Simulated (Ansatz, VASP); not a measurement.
## ZnSe3 in VASP and in Ansatz

```
Zn Se
1.0
     6.23367    0.00000    0.00000
    -3.11683    5.39851    0.00000
     0.00000    0.00000    6.01012
Zn Se
2 6
Direct
  0.33333 0.66667 0.75000
  0.66667 0.33333 0.25000
  0.86520 0.73041 0.25000
  0.26959 0.13480 0.25000
  0.86520 0.13480 0.25000
  0.13480 0.26959 0.75000
  0.73041 0.86520 0.75000
  0.13480 0.86520 0.75000
```

Alike in both runs: task relaxation of cell and atoms; functional PBE; k mesh 3 × 3 × 4; occupations gaussian, width 0.1 eV; no spin polarisation.

|  | VASP | Ansatz |
| --- | --- | --- |
| version | VASP 6.6.1 | Ansatz 0.2.0 |
| potentials or method | VASP PAW PBE potentials, release 64 (Zn, Se), cutoff 500 eV | scalar-relativistic, plane waves, PAW |
| valence electrons in the cell | 60 | 120 |

Ansatz gave:

- gap on the k mesh at the Fermi level, each at its own relaxed structure (eV): none
- relaxed volume (Å³/atom): 26.60
- relaxed length of the cell vector where the two differ most in proportion (Å): 4.205

Problem. Estimate VASP's values.

Solution. gap on the k mesh at the Fermi level, each at its own relaxed structure (eV): none; relaxed volume (Å³/atom): 26.74; relaxed length of the cell vector where the two differ most in proportion (Å): 4.214.

A gap of «none» marks a metal or a gap that the smearing closes. VASP's potentials hold 60 valence electrons a cell and Ansatz's 120, so a difference there can come from the potentials and not from the codes.

The k mesh is coarse, so the values compare programs but aren't converged.
